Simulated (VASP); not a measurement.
# TiAl3 (I4mm) in VASP: single point with PBE

Aim: the single point of TiAl3 with PBE.

Everything below comes from runs of VASP 6.6.1. Logs are shortened: lines on timing, memory, paths and dates and some standing lists are left out, and cuts for length are marked.

## (1) The cell of the first run

It takes space group I4mm (No. 107, tetragonal). The conventional cell has a = 3.988 Å, b = 3.988 Å, c = 8.805 Å, α = 90.00°, β = 90.00°, γ = 90.00°. Ti (site symmetry 4mm) has 12 Al at 2.58 to 3.41 Å within 3.5 Å. Al (site symmetry 4mm) has 8 Al at 2.65 to 3.32 Å and 4 Ti at 2.82 Å within 3.5 Å. Al (site symmetry 2mm) has 4 Ti at 2.58 to 3.41 Å and 8 Al at 2.65 to 3.32 Å within 3.5 Å.

## (2) Single point, PBE (strained and its atoms moved)

The input, INCAR:

```
SYSTEM = TiAl3
  PREC = Accurate
  ENCUT = 520
  EDIFF = 1E-6
  ISMEAR = 0
  SIGMA = 0.1
  LREAL = .FALSE.
  LASPH = .TRUE.
  NELM = 100
  ALGO = Fast
  ISIF = 2
  LWAVE = .FALSE.
  LCHARG = .TRUE.
  GGA = PE
  LELF = .TRUE.
  LVHAR = .TRUE.
  NBANDS = 18
```

The input, KPOINTS:

```
Automatic mesh
0
G
  14 14 14
  0 0 0
```

The input, POSCAR:

```
TiAl3
1.0
   -1.9941443605      1.9941443605      4.4024538219
    1.9941443605     -1.9941443605      4.4024538219
    1.9941443605      1.9941443605     -4.4024538219
Ti Al
1 3
Direct
   -0.0353765177     -0.0353765177      0.0000000000
    0.4777124621      0.4777124621      0.0000000000
    0.7788320278      0.2788320278      0.5000000000
    0.2788320278      0.7788320278      0.5000000000
```

Potentials or basis: VASP PAW PBE potentials, release 64 (Ti_sv, Al).

Run with:

```
cat potpaw_PBE.64/Ti_sv/POTCAR potpaw_PBE.64/Al/POTCAR > POTCAR
mpirun -np 1 vasp_std > vasp.out
```

OUTCAR:

```text
SYSTEM = TiAl3
   PREC = Accurate
   ENCUT = 520
   EDIFF = 1E-6
   ISMEAR = 0
   LREAL = .FALSE.
   LASPH = .TRUE.
   NELM = 100
   ISIF = 2
   GGA = PE

 ion  position               nearest neighbor table
   1  0.965  0.965  0.000-   3 2.58   4 2.58   3 2.58   4 2.58   2 2.82   2 2.82   2 2.82   2 2.82

   2  0.478  0.478  0.000-   3 2.65   4 2.65   4 2.65   3 2.65   1 2.82   1 2.82   1 2.82   1 2.82
                             4 3.32   3 3.32   4 3.32   3 3.32
   3  0.779  0.279  0.500-   1 2.58   1 2.58   2 2.65   2 2.65   4 2.82   4 2.82   4 2.82   4 2.82
                             2 3.32   2 3.32
   4  0.279  0.779  0.500-   1 2.58   1 2.58   2 2.65   2 2.65   3 2.82   3 2.82   3 2.82   3 2.82
                             2 3.32   2 3.32

  LATTYP: Found a body centered tetragonal cell.
 ALAT       =     3.9882887210
 C/A-ratio  =     2.2076906312

  Lattice vectors:

 A1 = (  -1.9941443605,   1.9941443605,   4.4024538219)
 A2 = (   1.9941443605,  -1.9941443605,   4.4024538219)
 A3 = (   1.9941443605,   1.9941443605,  -4.4024538219)

Analysis of symmetry for initial positions (statically):
=====================================================================
 Subroutine PRICEL returns:
 Original cell was already a primitive cell.

 Routine SETGRP: Setting up the symmetry group for a
 body centered tetragonal supercell.

 Subroutine GETGRP returns: Found  8 space group operations
 (whereof  8 operations were pure point group operations)
 out of a pool of 16 trial point group operations.

The static configuration has the point symmetry C_4v.

Analysis of symmetry for dynamics (positions and initial velocities):
=====================================================================
 Subroutine PRICEL returns:
 Original cell was already a primitive cell.

 Routine SETGRP: Setting up the symmetry group for a
 body centered tetragonal supercell.

 Subroutine GETGRP returns: Found  8 space group operations
 (whereof  8 operations were pure point group operations)
 out of a pool of 16 trial point group operations.

The dynamic configuration has the point symmetry C_4v.

 Subroutine INISYM returns: Found  8 space group operations
 (whereof  8 operations are pure point group operations),
 and found     1 'primitive' translations

----------------------------------------------------------------------------------------

                                     Primitive cell

  volume of cell :      70.0274

  direct lattice vectors                    reciprocal lattice vectors
    -1.994144360  1.994144360  4.402453822     0.000000000  0.250734104  0.113573025
     1.994144360 -1.994144360  4.402453822     0.250734104  0.000000000  0.113573025
     1.994144360  1.994144360 -4.402453822     0.250734104  0.250734104  0.000000000

  length of vectors
     5.228271523  5.228271523  5.228271523     0.275257013  0.275257013  0.354591571

  position of ions in fractional coordinates (direct lattice)
     0.964623482  0.964623482  0.000000000
     0.477712462  0.477712462  0.000000000
     0.778832028  0.278832028  0.500000000
     0.278832028  0.778832028  0.500000000

  ion indices of the primitive-cell ions
   primitive index   ion index
                 1           1
                 2           2
                 3           3
                 4           4

----------------------------------------------------------------------------------------

 KPOINTS: Automatic mesh

Automatic generation of k-mesh.
 Grid dimensions read from file:
 generate k-points for:   14   14   14

 Generating k-lattice:

  Cartesian coordinates                     Fractional coordinates (reciprocal lattice)
     0.000000000  0.017909579  0.008112359     0.071428571 -0.000000000  0.000000000
     0.017909579  0.000000000  0.008112359    -0.000000000  0.071428571  0.000000000
     0.017909579  0.017909579  0.000000000     0.000000000  0.000000000  0.071428571

  Length of vectors
     0.019661215  0.019661215  0.025327969

  Shift w.r.t. Gamma in fractional coordinates (k-lattice)
     0.000000000  0.000000000  0.000000000

 Subroutine IBZKPT returns following result:
 ===========================================

 Found    244 irreducible k-points:

 Following reciprocal coordinates:
            Coordinates               Weight
  0.000000  0.000000  0.000000      1.000000
  0.071429  0.000000 -0.000000      8.000000
  0.142857 -0.000000  0.000000      8.000000
  0.214286  0.000000 -0.000000      8.000000
  0.285714 -0.000000  0.000000      8.000000
  0.357143 -0.000000  0.000000      8.000000
[... 16 lines left out ...]
  0.214286  0.142857  0.000000     16.000000
  0.285714  0.142857 -0.000000     16.000000
 [... further k-points ...]
   k-points           NKPTS =    244   k-points in BZ     NKDIM =    244   number of bands    NBANDS=     18
   number of dos      NEDOS =    301   number of ions     NIONS =      4
   total plane-waves  NPLWV =  64000
   dimension x,y,z NGX =    40 NGY =   40 NGZ =   40
   dimension x,y,z NGXF=    80 NGYF=   80 NGZF=   80
   ions per type =               1   3
   NGX,Y,Z   is equivalent  to a cutoff of  12.72, 12.72, 12.72 a.u.
   NGXF,Y,Z  is equivalent  to a cutoff of  25.44, 25.44, 25.44 a.u.
 SYSTEM =  TiAl3
   PREC   = accura    normal or accurate (medium, high low for compatibility)
   ISTART =      0    job   : 0-new  1-cont  2-samecut
   ICHARG =      2    charge: 1-file 2-atom 10-const
   ISPIN  =      1    spin polarized calculation?
   LNONCOLLINEAR =      F non collinear calculations
   LSORBIT =      F    spin-orbit coupling
   LASPH  =      T    aspherical Exc in radial PAW
   ENCUT  =  520.0 eV  38.22 Ry    6.18 a.u.   9.72  9.72  9.72*2*pi/ulx,y,z
   NELM   =    100;   NELMIN=  2; NELMDL= -5     # of ELM steps
   EDIFF  = 0.1E-05   stopping-criterion for ELM
   LREAL  =      F    real-space projection
   EDIFFG = 0.1E-04   stopping-criterion for IOM
   NSW    =      0    number of steps for IOM
   IBRION =     -1    ionic relax: 0-MD 1-quasi-New 2-CG
   NFREE  =      0    steps in history (QN), initial steepest desc. (CG)
   ISIF   =      2    stress and relaxation
   ISYM   =      2    0-nonsym 1-usesym 2-fastsym
   POTIM  = 0.5000    time-step for ionic-motion
   TEBEG  =    0.0;   TEEND  =   0.0 temperature during run
   PSTRESS=    0.0 pullay stress
   NELECT =      21.0000    total number of electrons
   NUPDOWN=      -1.0000    fix difference up-down
   EMIN   =  10.00;   EMAX   =-10.00  energy-range for DOS
   EFERMI =   0.00;   METHOD = LEGACY
   ISMEAR =     0;   SIGMA  =   0.10  broadening in eV -4-tet -1-fermi 0-gaus
   EFERMI_NEDOS =   21; number of points for ismear=-14 and -15
   IALGO  =     68    algorithm
   IMIX   =      4    mixing-type and parameters
     AMIX     =   0.40;   BMIX     =  1.00
     AMIX_MAG =   1.60;   BMIX_MAG =  1.00
  volume/ion in A,a.u.               =      17.51       118.14
  Fermi-wavevector in a.u.,A,eV,Ry     =   1.095785  2.070733 16.337118  1.200744
  Thomas-Fermi vector in A             =   2.232115
   LORBIT       =      0    0 simple, 1 ext, 2 COOP (PROOUT), +10 PAW based schemes
   GGA     = PE    functional components
   LHFCALC =     F    Hartree Fock is set to
   AEXX    =    0.0000 exact exchange contribution
   IVDW    =     0    specifies the selected vdW correction
   LEPSILON=     F    determine dielectric tensor
   LRPA    =     F    only Hartree local field effects (RPA)
 non-spin polarized calculation
 RMM-DIIS sequential band-by-band and
 Gauss-broadening in eV      SIGMA  =   0.10
  energy-cutoff  :      520.00
  volume of cell :       70.03
 maximum number of plane-waves:      1913
   NGX = 19   NGY = 19   NGZ = 19

 number of electron      21.0000000 magnetization

 Free energy of the ion-electron system (eV)
  ---------------------------------------------------
  ext. energy  EPLUGINS =         0.00000000
  ---------------------------------------------------
  free energy    TOTEN  =       -19.20519685 eV

  energy without entropy =      -19.18970812  energy(sigma->0) =      -19.19745248

 E-fermi :   7.2293     XC(G=0): -10.2648

 val. band max:        7.2288889520   @ k =   0.2143   0.2143   0.0000
 cond. band min:       7.2350583128   @ k =  -0.2143   0.4286   0.1429
 fundamental gap:      0.0061693608
 Fermi energy:         7.2293069000

 k-point     1 :       0.0000    0.0000    0.0000
  band No.  band energies     occupation
      1     -49.3601      2.00000
      2     -25.6834      2.00000
      3     -25.6834      2.00000
      4     -25.6188      2.00000
      5      -2.4859      2.00000
      6       4.2570      2.00000
[... 10 lines left out ...]
     17      11.0362      0.00000
     18      11.0363      0.00000

 k-point     2 :       0.0714    0.0000   -0.0000
  band No.  band energies     occupation
      1     -49.3601      2.00000
      2     -25.6843      2.00000
      3     -25.6834      2.00000
      4     -25.6187      2.00000
      5      -2.4290      2.00000
      6       4.1519      2.00000
[... 10 lines left out ...]
     17      11.0497      0.00000
     18      11.3291      0.00000

 k-point     3 :       0.1429   -0.0000    0.0000
  band No.  band energies     occupation
      1     -49.3600      2.00000
      2     -25.6868      2.00000
      3     -25.6832      2.00000
      4     -25.6186      2.00000
      5      -2.2593      2.00000
      6       3.8733      2.00000
[... 10 lines left out ...]
     17      11.1011      0.00000
     18      11.9296      0.00000

 k-point     4 :       0.2143    0.0000   -0.0000
  band No.  band energies     occupation
      1     -49.3598      2.00000
      2     -25.6903      2.00000
      3     -25.6830      2.00000
      4     -25.6184      2.00000
      5      -1.9798      2.00000
      6       3.3327      2.00000
[... 375 lines left out ...]
      4     -25.6185      2.00000
      5      -1.9704      2.00000
      6       3.3577      2.00000
[... 10 lines left out ...]
     17      11.8605      0.00000
     18      12.1970      0.00000

 k-point    23 :       0.2143    0.1429    0.0000
  band No.  band energies     occupation
      1     -49.3597      2.00000
      2     -25.6901      2.00000
      3     -25.6862      2.00000
      4     -25.6183      2.00000
      5      -1.6650      2.00000
      6       3.0657      2.00000
[... 10 lines left out ...]
     17      11.5434      0.00000
     18      12.4998      0.00000

 k-point    24 :       0.2857    0.1429   -0.0000
  band No.  band energies     occupation
      1     -49.3596      2.00000
      2     -25.6940      2.00000
      3     -25.6859      2.00000
      4     -25.6181      2.00000
      5      -1.2613      2.00000
      6       2.4980      2.00000
[... 10 lines left out ...]
     17      11.6376      0.00000
     18      12.4727      0.00000

 [... further k-points ...]

------------------------ aborting loop because EDIFF is reached ----------------------------------------

  FORCE on cell =-STRESS in cart. coord.  units (eV):
  Direction    XX          YY          ZZ          XY          YZ          ZX
  --------------------------------------------------------------------------------------
  -------------------------------------------------------------------------------------
  Total       -0.4185300     -0.4185300      2.3306999      0.0000000      0.0000000      0.0000000
  in kB       -9.5756707     -9.5756707     53.3247660      0.0000000      0.0000000      0.0000000
  external PRESSURE =      11.3911415 kB  Pullay stress =       0.0000000 kB

 VOLUME and BASIS-vectors are now :
 -----------------------------------------------------------------------------
  energy-cutoff  :      520.00
  volume of cell :       70.03
      direct lattice vectors                 reciprocal lattice vectors
    -1.994144360  1.994144360  4.402453822     0.000000000  0.250734104  0.113573025
     1.994144360 -1.994144360  4.402453822     0.250734104  0.000000000  0.113573025
     1.994144360  1.994144360 -4.402453822     0.250734104  0.250734104  0.000000000

 POSITION                                       TOTAL-FORCE (eV/Angst)
 -----------------------------------------------------------------------------------
      0.00000      0.00000      8.49342        -0.000000     -0.000000      3.459368
      0.00000      0.00000      4.20621        -0.000000     -0.000000      1.561686
      0.00000      1.99414      2.45509         0.000000     -0.000000     -2.510527
      1.99414      0.00000      2.45509        -0.000000      0.000000     -2.510527
 -----------------------------------------------------------------------------------
    total drift:                               -0.000001     -0.000001      0.004874

  FREE ENERGIE OF THE ION-ELECTRON SYSTEM (eV)
  ---------------------------------------------------
  free  energy   TOTEN  =       -19.2051968465 eV

  energy  without entropy=      -19.1897081196  energy(sigma->0) =      -19.19745248
```

Run time: 25 min. Hardware: 1 thread of AMD EPYC 7R13, shared host; peak memory 0.43 GiB.

What came out:

```
Free energy            : -19.2052 eV
Pressure               : 1.1 GPa
Largest force          : 3.459 eV/Å
Band gap on the k mesh : zero (an odd number of electrons rules out a gap without spin polarisation)
```

Forces on the atoms (eV/Å):
```
Ti   0.000  0.000  3.459
Al   0.000  0.000  1.562
Al   0.000  0.000 -2.511
Al   0.000  0.000 -2.511
```

Levels at points of the mesh, in eV from the Fermi level:
```
           k point  band 8  band 9  band 10  band 11  band 12  band 13  band 14  band 15
(0.00, 0.00, 0.00)   -1.82   -1.56    -1.56     0.57     1.31     1.31     2.12     2.25
(0.50, 0.00, 0.00)   -2.53   -1.45    -0.17    -0.12     1.27     1.87     2.47     3.17
(0.50, 0.50, 0.00)   -3.43   -2.31    -1.68    -0.49     1.19     1.44     2.16     2.61
(0.50, 0.50, 0.50)   -1.56   -1.56    -0.03     0.66     0.93     0.93     2.68     3.86
```

Caveat: the cell differs from its parent crystal (strained and its atoms moved); forces of over 1 eV/Å act on the atoms, so gaps and moduli don't describe the material at rest.
